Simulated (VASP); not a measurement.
Li2Se:

```
Li Se
1.0
     0.00000    2.99346    2.99346
     2.99346    0.00000    2.99346
     2.99346    2.99346    0.00000
Li Se
2 1
Cartesian
  1.4967 1.4967 1.4967
  4.4902 4.4902 4.4902
  0.0000 0.0000 0.0000
```

Base run:

| Property | Result |
| --- | --- |
| Program | VASP 6.6.1 |
| Functional | r2SCAN |
| Potentials or basis | VASP PAW PBE potentials, release 64 (Li_sv, Se) |
| Cutoff | 830 eV |
| k mesh | 5 × 5 × 5 |
| Occupations | gaussian, width 0.01 eV |
| Spin | no spin polarisation |

Its results: band gap on the k mesh 3.73 eV (least direct gap 4.18 eV); pressure -0.1 GPa.

Problem. After a change of settings the same cell gave: band gap on the k mesh 3.19 eV (least direct gap 3.68 eV); pressure 0.1 GPa. Which change was it?
A. k mesh from 5 × 5 × 5 to 6 × 6 × 6; occupations from gaussian, width 0.01 eV to methfessel-paxton, width 0.2 eV
B. functional from r2SCAN to PBE-based screened hybrid with 35 % exact exchange; cutoff from 830 eV to 650 eV; k mesh from 5 × 5 × 5 to 4 × 4 × 4
C. functional from r2SCAN to PBE-based screened hybrid with 5 % exact exchange; cutoff from 830 eV to 650 eV; k mesh from 5 × 5 × 5 to 4 × 4 × 4
D. functional from r2SCAN to PBE-based screened hybrid with 15 % exact exchange; cutoff from 830 eV to 650 eV; k mesh from 5 × 5 × 5 to 4 × 4 × 4

Solution. C.

Caveats: some runs use coarse meshes; the PAW data sets were made with another functional, which shifts forces and pressure a little; an odd mesh through Γ misses points on the zone boundary, where band edges can lie (at least some runs).
